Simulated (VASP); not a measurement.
**GaO3: relaxation of cell and atoms with PBE**

GaO3:

```
Ga O
1.0
     2.94776    0.00000    0.00000
    -1.47388    2.55283    0.00000
     0.00000    0.00000    6.84537
Ga O
1 3
Direct
  0.66667 0.33333 0.00000
  0.66667 0.33333 0.50000
  0.33333 0.66667 0.15871
  0.33333 0.66667 0.84129
```

* Program: VASP 6.6.1
* Task: relaxation of cell and atoms
* Functional: PBE
* Potentials or basis: VASP PAW PBE potentials, release 64 (Ga_d, O)
* Cutoff: 600 eV
* k mesh: 6 × 6 × 4
* Occupations: gaussian, width 0.1 eV
* Spin: collinear spin, ferromagnetic start
* Starting moments: [0.0, 1.07, 1.07, 1.07] μB
* Dipole correction: no
* Further INCAR settings: ALGO = Normal; EDIFF = 1e-07; IBRION = 2; EDIFFG = -0.04; NSW = 90; ISIF = 3

- Relaxed volume: 12.91 Å³/atom
- Relaxed cell: a = 2.950 Å, b = 2.950 Å, c = 6.851 Å, α = 90.00°, β = 90.00°, γ = 120.00°
- Space group after relaxing (to 0.05 Å): P-6m2 (No. 187)
- Energy gained by relaxing: 0.1 meV/atom
- Ionic steps: 3
- Pressure after relaxing: -0.2 GPa
- Largest force after relaxing: 0.019 eV/Å
- Band gap on the k mesh: zero (filled and empty bands overlap)
- Net moment: 3.00 μB per cell
- Site moments: Ga -0.04; O +1.68, +0.43 μB
- Valence electrons inside the program's atomic spheres: Ga 11.62; O 4.51, 4.91

Forces in eV/Å, atoms in the order of the input:
```
Ga   0.000  0.000  0.000
O    0.000  0.000  0.000
O    0.000  0.000  0.019
O    0.000  0.000 -0.019
```

Stress tensor (GPa, compression positive):
```
-0.04  0.00  0.00
 0.00 -0.04  0.00
 0.00  0.00 -0.40
```

The path:
```
step  energy change (eV)  largest force (eV/Å)  pressure (GPa)  volume (Å³)
   1              0.0000                0.1245            0.36        51.51
   2             -0.0003                0.0490           -0.50        51.73
   3             -0.0006                0.0192           -0.16        51.64
```

Final structure:
```
Ga O
1.0
     2.95014    0.00000    0.00000
    -1.47507    2.55490    0.00000
     0.00000    0.00000    6.85147
Ga O
1 3
Direct
  0.66667 0.33333 0.00000
  0.66667 0.33333 0.50000
  0.33333 0.66667 0.15924
  0.33333 0.66667 0.84076
```

Levels at points of the mesh, in eV from the Fermi level:
Spin up:
| k point | band 14 | band 15 | band 16 | band 17 | band 18 | band 19 | band 20 | band 21 |
| --- | --- | --- | --- | --- | --- | --- | --- | --- |
| (0.00, 0.00, 0.00) | -1.30 | -0.62 | -0.45 | -0.45 | 2.29 | 8.22 | 10.23 | 13.29 |
| (0.50, 0.00, 0.00) | -2.68 | -2.31 | -0.74 | -0.44 | 6.02 | 7.10 | 11.61 | 13.24 |
| (0.00, 0.00, 0.50) | -1.31 | -1.01 | -0.44 | -0.44 | 2.45 | 7.78 | 11.19 | 13.29 |
| (0.50, 0.00, 0.50) | -2.57 | -2.45 | -0.71 | -0.37 | 5.99 | 7.17 | 11.52 | 13.35 |
Spin down:
```csv
k point,band 10,band 11,band 12,band 13,band 14,band 15,band 16,band 17,band 18,band 19
"(0.00, 0.00, 0.00)",-0.93,-0.93,-0.82,-0.03,-0.03,1.18,1.18,1.72,2.87,8.56
"(0.50, 0.00, 0.00)",-3.23,-2.87,-2.25,-0.84,-0.35,0.56,0.77,1.46,6.24,7.27
"(0.00, 0.00, 0.50)",-0.93,-0.93,-0.04,-0.04,0.10,0.63,1.19,1.19,3.29,8.11
"(0.50, 0.00, 0.50)",-3.16,-2.73,-2.24,-1.16,-0.39,0.67,0.80,1.46,6.19,7.37
```

It took 54 s on 1 thread of Intel(R) Xeon(R) 6975P-C (Granite Rapids) (shared host), peak memory 0.22 GiB.

Caveat: the k points lie up to 0.41 Å⁻¹ apart in the final cell.
